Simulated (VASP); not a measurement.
# Cs3B (Im-3m) in VASP: further runs

The runs below take Cs3B through single point, relaxation of cell and atoms, with PBE.

Program: VASP 6.6.1. These are calculated values, not measurements. Logs are shortened: lines on timing, memory, paths and dates and some standing lists are left out, and cuts for length are marked.

## (1) The cell of the first run

The structure is cubic, space group Im-3m (No. 229). Conventional cell: a = 7.825 Å, b = 7.825 Å, c = 7.825 Å, α = 90.00°, β = 90.00°, γ = 90.00°. Cs (site symmetry 4/mmm) has 4 Cs at 3.91 Å and 2 B at 3.91 Å within 5.1 Å. Within 5.1 Å of B (site symmetry m-3m) lie 6 Cs at 3.91 Å.

## (2) Single point, PBE

INCAR reads:

```
SYSTEM = Cs3B
PREC     = Accurate       ! precision mode
ENCUT    = 520            ! plane-wave cutoff, eV
EDIFF    = 1E-7           ! SCF threshold, eV
ISMEAR   = 0              ! smearing method
SIGMA    = 0.1            ! smearing width, eV
LREAL    = .False.        ! projectors in reciprocal space
LASPH    = .True.         ! aspherical terms in the spheres
NELM     = 100            ! most SCF steps
ALGO     = Normal         ! electronic algorithm
ISIF     = 2              ! what is computed and relaxed
LWAVE    = .False.        ! write WAVECAR
LCHARG   = .False.        ! write CHGCAR
GGA      = PE             ! functional
NBANDS   = 23             ! bands
```

KPOINTS reads:

```
Automatic mesh
0
Gamma
  8 8 8
  0 0 0
```

POSCAR reads:

```
Cs3B
1.0
   -3.9126452081      3.9126452081      3.9126452081
    3.9126452081     -3.9126452081      3.9126452081
    3.9126452081      3.9126452081     -3.9126452081
Cs B
3 1
Direct
    0.0000000000      0.5000000000      0.5000000000
    0.5000000000      0.0000000000      0.5000000000
    0.5000000000      0.5000000000      0.0000000000
    0.0000000000      0.0000000000      0.0000000000
```

Potentials or basis: VASP PAW PBE potentials, release 64 (Cs_sv, B).

Run with:

```console
cat potpaw_PBE.64/Cs_sv/POTCAR potpaw_PBE.64/B/POTCAR > POTCAR
mpirun -np 1 vasp_std > vasp.out
```

OUTCAR:

```text
SYSTEM = Cs3B
   PREC = Accurate
   ENCUT = 520
   EDIFF = 1E-7
   ISMEAR = 0
   LREAL = .False.
   LASPH = .True.
   NELM = 100
   ISIF = 2
   GGA = PE

 ion  position               nearest neighbor table
   1  0.000  0.500  0.500-
   2  0.500  0.000  0.500-
   3  0.500  0.500  0.000-
   4  0.000  0.000  0.000-

  LATTYP: Found a body centered cubic cell.
 ALAT       =     7.8252904162

  Lattice vectors:

 A1 = (  -3.9126452081,   3.9126452081,   3.9126452081)
 A2 = (   3.9126452081,  -3.9126452081,   3.9126452081)
 A3 = (   3.9126452081,   3.9126452081,  -3.9126452081)

Analysis of symmetry for initial positions (statically):
=====================================================================
 Subroutine PRICEL returns:
 Original cell was already a primitive cell.

 Routine SETGRP: Setting up the symmetry group for a
 body centered cubic supercell.

 Subroutine GETGRP returns: Found 48 space group operations
 (whereof 48 operations were pure point group operations)
 out of a pool of 48 trial point group operations.

The static configuration has the point symmetry O_h .

Analysis of symmetry for dynamics (positions and initial velocities):
=====================================================================
 Subroutine PRICEL returns:
 Original cell was already a primitive cell.

 Routine SETGRP: Setting up the symmetry group for a
 body centered cubic supercell.

 Subroutine GETGRP returns: Found 48 space group operations
 (whereof 48 operations were pure point group operations)
 out of a pool of 48 trial point group operations.

The dynamic configuration has the point symmetry O_h .

 Subroutine INISYM returns: Found 48 space group operations
 (whereof 48 operations are pure point group operations),
 and found     1 'primitive' translations

----------------------------------------------------------------------------------------

                                     Primitive cell

  volume of cell :     239.5915

  direct lattice vectors                    reciprocal lattice vectors
    -3.912645208  3.912645208  3.912645208     0.000000000  0.127790784  0.127790784
     3.912645208 -3.912645208  3.912645208     0.127790784  0.000000000  0.127790784
     3.912645208  3.912645208 -3.912645208     0.127790784  0.127790784  0.000000000

  length of vectors
     6.776900292  6.776900292  6.776900292     0.180723460  0.180723460  0.180723460

  position of ions in fractional coordinates (direct lattice)
     0.000000000  0.500000000  0.500000000
     0.500000000  0.000000000  0.500000000
     0.500000000  0.500000000  0.000000000
     0.000000000  0.000000000  0.000000000

  ion indices of the primitive-cell ions
   primitive index   ion index
                 1           1
                 2           2
                 3           3
                 4           4

----------------------------------------------------------------------------------------

 KPOINTS: Automatic mesh

Automatic generation of k-mesh.
 Grid dimensions read from file:
 generate k-points for:    8    8    8

 Generating k-lattice:

  Cartesian coordinates                     Fractional coordinates (reciprocal lattice)
     0.000000000  0.015973848  0.015973848     0.125000000  0.000000000  0.000000000
     0.015973848  0.000000000  0.015973848     0.000000000  0.125000000  0.000000000
     0.015973848  0.015973848  0.000000000     0.000000000  0.000000000  0.125000000

  Length of vectors
     0.022590433  0.022590433  0.022590433

  Shift w.r.t. Gamma in fractional coordinates (k-lattice)
     0.000000000  0.000000000  0.000000000

 Subroutine IBZKPT returns following result:
 ===========================================

 Found     29 irreducible k-points:

 Following reciprocal coordinates:
            Coordinates               Weight
  0.000000  0.000000  0.000000      1.000000
  0.125000  0.000000  0.000000     12.000000
  0.250000  0.000000  0.000000     12.000000
  0.375000  0.000000  0.000000     12.000000
  0.500000  0.000000  0.000000      6.000000
  0.125000  0.125000  0.000000     24.000000
[... 16 lines left out ...]
 -0.250000  0.250000  0.250000      6.000000
 -0.375000  0.375000  0.250000     24.000000
 [... further k-points ...]
   k-points           NKPTS =     29   k-points in BZ     NKDIM =     29   number of bands    NBANDS=     23
   number of dos      NEDOS =    301   number of ions     NIONS =      4
   total plane-waves  NPLWV = 125000
   dimension x,y,z NGX =    50 NGY =   50 NGZ =   50
   dimension x,y,z NGXF=   100 NGYF=  100 NGZF=  100
   ions per type =               3   1
   NGX,Y,Z   is equivalent  to a cutoff of  12.27, 12.27, 12.27 a.u.
   NGXF,Y,Z  is equivalent  to a cutoff of  24.53, 24.53, 24.53 a.u.
 SYSTEM =  Cs3B
   PREC   = accura    normal or accurate (medium, high low for compatibility)
   ISTART =      0    job   : 0-new  1-cont  2-samecut
   ICHARG =      2    charge: 1-file 2-atom 10-const
   ISPIN  =      1    spin polarized calculation?
   LNONCOLLINEAR =      F non collinear calculations
   LSORBIT =      F    spin-orbit coupling
   LASPH  =      T    aspherical Exc in radial PAW
   ENCUT  =  520.0 eV  38.22 Ry    6.18 a.u.  12.60 12.60 12.60*2*pi/ulx,y,z
   NELM   =    100;   NELMIN=  2; NELMDL= -5     # of ELM steps
   EDIFF  = 0.1E-06   stopping-criterion for ELM
   LREAL  =      F    real-space projection
   EDIFFG = 0.1E-05   stopping-criterion for IOM
   NSW    =      0    number of steps for IOM
   IBRION =     -1    ionic relax: 0-MD 1-quasi-New 2-CG
   NFREE  =      0    steps in history (QN), initial steepest desc. (CG)
   ISIF   =      2    stress and relaxation
   ISYM   =      2    0-nonsym 1-usesym 2-fastsym
   POTIM  = 0.5000    time-step for ionic-motion
   TEBEG  =    0.0;   TEEND  =   0.0 temperature during run
   PSTRESS=    0.0 pullay stress
   NELECT =      30.0000    total number of electrons
   NUPDOWN=      -1.0000    fix difference up-down
   EMIN   =  10.00;   EMAX   =-10.00  energy-range for DOS
   EFERMI =   0.00;   METHOD = LEGACY
   ISMEAR =     0;   SIGMA  =   0.10  broadening in eV -4-tet -1-fermi 0-gaus
   EFERMI_NEDOS =   21; number of points for ismear=-14 and -15
   IALGO  =     38    algorithm
   IMIX   =      4    mixing-type and parameters
     AMIX     =   0.40;   BMIX     =  1.00
     AMIX_MAG =   1.60;   BMIX_MAG =  1.00
  volume/ion in A,a.u.               =      59.90       404.21
  Fermi-wavevector in a.u.,A,eV,Ry     =   0.819014  1.547712  9.126575  0.670784
  Thomas-Fermi vector in A             =   1.929744
   LORBIT       =      0    0 simple, 1 ext, 2 COOP (PROOUT), +10 PAW based schemes
   GGA     = PE    functional components
   LHFCALC =     F    Hartree Fock is set to
   AEXX    =    0.0000 exact exchange contribution
   IVDW    =     0    specifies the selected vdW correction
   LEPSILON=     F    determine dielectric tensor
   LRPA    =     F    only Hartree local field effects (RPA)
 non-spin polarized calculation
 Gauss-broadening in eV      SIGMA  =   0.10
  energy-cutoff  :      520.00
  volume of cell :      239.59
 maximum number of plane-waves:      6506
   NGX = 25   NGY = 25   NGZ = 25

 number of electron      29.9999997 magnetization

 Free energy of the ion-electron system (eV)
  ---------------------------------------------------
  ext. energy  EPLUGINS =         0.00000000
  ---------------------------------------------------
  free energy    TOTEN  =        -4.23303966 eV

  energy without entropy =       -4.17577251  energy(sigma->0) =       -4.20440609

 E-fermi :   1.4057     XC(G=0):  -6.7715

 val. band max:        1.3955068495   @ k =   0.3750   0.1250   0.0000
 cond. band min:       1.4058778549   @ k =  -0.2500   0.3750   0.1250
 fundamental gap:      0.0103710054
 Fermi energy:         1.4057136574

 k-point     1 :       0.0000    0.0000    0.0000
  band No.  band energies     occupation
      1     -22.5212      2.00000
      2     -22.3387      2.00000
      3     -22.3387      2.00000
      4      -9.9033      2.00000
      5      -9.9033      2.00000
      6      -9.9033      2.00000
[... 15 lines left out ...]
     22       2.7827      0.00000
     23       5.1124      0.00000

 k-point     2 :       0.1250    0.0000    0.0000
  band No.  band energies     occupation
      1     -22.5151      2.00000
      2     -22.3449      2.00000
      3     -22.3390      2.00000
      4      -9.9046      2.00000
      5      -9.8671      2.00000
      6      -9.8640      2.00000
[... 15 lines left out ...]
     22       2.9091      0.00000
     23       5.1060      0.00000

 k-point     3 :       0.2500    0.0000    0.0000
  band No.  band energies     occupation
      1     -22.4980      2.00000
      2     -22.3624      2.00000
      3     -22.3397      2.00000
      4      -9.9080      2.00000
      5      -9.7622      2.00000
      6      -9.7511      2.00000
[... 15 lines left out ...]
     22       3.2583      0.00000
     23       4.8169      0.00000

 k-point     4 :       0.3750    0.0000    0.0000
  band No.  band energies     occupation
      1     -22.4746      2.00000
      2     -22.3861      2.00000
      3     -22.3404      2.00000
      4      -9.9113      2.00000
      5      -9.5994      2.00000
      6      -9.5784      2.00000
[... 15 lines left out ...]
     22       3.7467      0.00000
     23       3.9896      0.00000

 k-point     5 :       0.5000    0.0000    0.0000
  band No.  band energies     occupation
      1     -22.4598      2.00000
      2     -22.4010      2.00000
      3     -22.3407      2.00000
      4      -9.9127      2.00000
      5      -9.4166      2.00000
      6      -9.3792      2.00000
[... 15 lines left out ...]
     22       3.7896      0.00000
     23       4.0477      0.00000

 k-point     6 :       0.1250    0.1250    0.0000
  band No.  band energies     occupation
      1     -22.5035      2.00000
      2     -22.3568      2.00000
      3     -22.3395      2.00000
      4      -9.8698      2.00000
      5      -9.8670      2.00000
      6      -9.7547      2.00000
[... 15 lines left out ...]
     22       3.1520      0.00000
     23       5.0411      0.00000

 k-point     7 :       0.2500    0.1250    0.0000
  band No.  band energies     occupation
      1     -22.4826      2.00000
      2     -22.3778      2.00000
      3     -22.3404      2.00000
      4      -9.8723      2.00000
      5      -9.7612      2.00000
      6      -9.5840      2.00000
[... 353 lines left out ...]
     22       3.5903      0.00000
     23       3.6681      0.00000

 k-point    21 :      -0.3750   -0.3750    0.1250
  band No.  band energies     occupation
      1     -22.4416      2.00000
      2     -22.4416      2.00000
      3     -22.3174      2.00000
      4      -9.7866      2.00000
      5      -9.7734      2.00000
      6      -9.7734      2.00000
[... 15 lines left out ...]
     22       3.3021      0.00000
     23       3.5203      0.00000

 k-point    22 :       0.2500    0.2500    0.2500
  band No.  band energies     occupation
      1     -22.4010      2.00000
      2     -22.4010      2.00000
      3     -22.4010      2.00000
      4      -9.3961      2.00000
      5      -9.3961      2.00000
      6      -9.3961      2.00000
[... 15 lines left out ...]
     22       4.1950      0.00000
     23       4.1963      0.00000

 k-point    23 :      -0.2500    0.2500    0.2500
  band No.  band energies     occupation
      1     -22.4847      2.00000
      2     -22.3989      2.00000
      3     -22.3163      2.00000
      4      -9.9177      2.00000
      5      -9.9177      2.00000
      6      -9.4150      2.00000
[... 15 lines left out ...]
     22       3.8187      0.00000
     23       4.0099      0.00000

 k-point    24 :      -0.3750    0.3750    0.2500
  band No.  band energies     occupation
      1     -22.4702      2.00000
      2     -22.4216      2.00000
      3     -22.3081      2.00000
      4      -9.9245      2.00000
      5      -9.8874      2.00000
      6      -9.6199      2.00000
[... 15 lines left out ...]
     22       3.6273      0.00000
     23       3.7121      0.00000

 [... further k-points ...]
[... 5 lines left out ...]
  --------------------------------------------------------------------------------------
  -------------------------------------------------------------------------------------
  Total        0.0393775      0.0393775      0.0393775     -0.0000000     -0.0000000      0.0000000
  in kB        0.2633224      0.2633224      0.2633224     -0.0000000     -0.0000000      0.0000000
  external PRESSURE =       0.2633224 kB  Pullay stress =       0.0000000 kB

 VOLUME and BASIS-vectors are now :
 -----------------------------------------------------------------------------
  energy-cutoff  :      520.00
  volume of cell :      239.59
      direct lattice vectors                 reciprocal lattice vectors
    -3.912645208  3.912645208  3.912645208     0.000000000  0.127790784  0.127790784
     3.912645208 -3.912645208  3.912645208     0.127790784  0.000000000  0.127790784
     3.912645208  3.912645208 -3.912645208     0.127790784  0.127790784  0.000000000

 POSITION                                       TOTAL-FORCE (eV/Angst)
 -----------------------------------------------------------------------------------
      3.91265      0.00000      0.00000         0.000000      0.000000      0.000000
      0.00000      3.91265      0.00000        -0.000000     -0.000000      0.000000
      0.00000      0.00000      3.91265        -0.000000      0.000000     -0.000000
      0.00000      0.00000      0.00000         0.000000      0.000000     -0.000000
 -----------------------------------------------------------------------------------
    total drift:                                0.000000      0.000000     -0.000000

  FREE ENERGIE OF THE ION-ELECTRON SYSTEM (eV)
  ---------------------------------------------------
  free  energy   TOTEN  =        -4.2330396644 eV

  energy  without entropy=       -4.1757725147  energy(sigma->0) =       -4.20440609
```

Run time: 92 s. Hardware: 1 thread of AMD EPYC 9R45 (Zen 5), shared host; peak memory 0.38 GiB.

What came out:

* Free energy: -4.2330 eV
* Pressure: 0.0 GPa
* Band gap on the k mesh: zero (band 15 reaches 1.64 eV, above the bottom of band 16 at 0.97 eV)

Caveat: spin-orbit coupling is left out, which moves the levels of the heavy elements.

(Part 1 of 2 ends here.)
